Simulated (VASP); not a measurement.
Write the native input for VASP 6.6.1 that does the following.

```yaml
Task: single point
Functional: PBEsol
Potentials_or_basis: VASP PAW PBE potentials, release 64 (Pd_sv_GW, Ge_d)
Cutoff: 540 eV
k_mesh: 7 × 7 × 7
Occupations: fermi-dirac, width 0.05 eV
Spin: no spin polarisation
Hubbard_terms: Pd d U = 4.0 eV
Dipole_correction: no
Second_run: valence_matched
Further_INCAR_settings: ALGO = Normal; EDIFF = 1e-06; NBANDS = 38
```

The structure of Ge3Pd lies in POSCAR:

```
Ge3Pd
1.0
    4.1420230000      0.0000000000      0.0000000000
    0.0000000000      4.1420230000      0.0000000000
    0.0000000000      0.0000000000      4.1420230000
Pd Ge
1 3
Direct
    0.0000000000      0.0000000000      0.0000000000
    0.5000000000      0.5000000000      0.0000000000
    0.5000000000      0.0000000000      0.5000000000
    0.0000000000      0.5000000000      0.5000000000
```

One way to write it, as run:

INCAR

```
SYSTEM = Ge3Pd
ALGO = Normal ; EDIFF = 1E-6
ENCUT = 540 ; GGA = PS
GGA_COMPAT = .False. ; ISIF = 2
ISMEAR = -1 ; LASPH = .True.
LCHARG = .True. ; LDAU = .True.
LDAUJ = 0 0 ; LDAUL = 2 -1
LDAUPRINT = 1 ; LDAUTYPE = 2
LDAUU = 4 0 ; LELF = .True.
LMAXMIX = 4 ; LREAL = .False.
LVHAR = .True. ; LWAVE = .False.
NBANDS = 38 ; NELM = 200
PREC = Accurate ; SIGMA = 0.05
```

KPOINTS

```
k-points
0
Gamma
  7 7 7
  0 0 0
```

Potentials or basis: VASP PAW PBE potentials, release 64 (Pd_sv_GW, Ge_d).

Command:

```console
$ cat potpaw_PBE.64/Pd_sv_GW/POTCAR potpaw_PBE.64/Ge_d/POTCAR > POTCAR
$ mpirun -np 1 vasp_std > vasp.out
```

It gave:

```
Pressure               : -5.1 GPa
Band gap on the k mesh : zero (band 30 reaches 7.18 eV, above the bottom of band 31 at 5.49 eV)
```

Caveat: the PAW data sets were made with another functional, which shifts forces and pressure a little; U without spin polarisation on a metal has little footing; the U is typed as a test and isn't derived for this compound.

It took 53 s on 1 thread of Intel(R) Xeon(R) Platinum 8488C (Sapphire Rapids), on a shared host, peak memory 0.22 GiB.
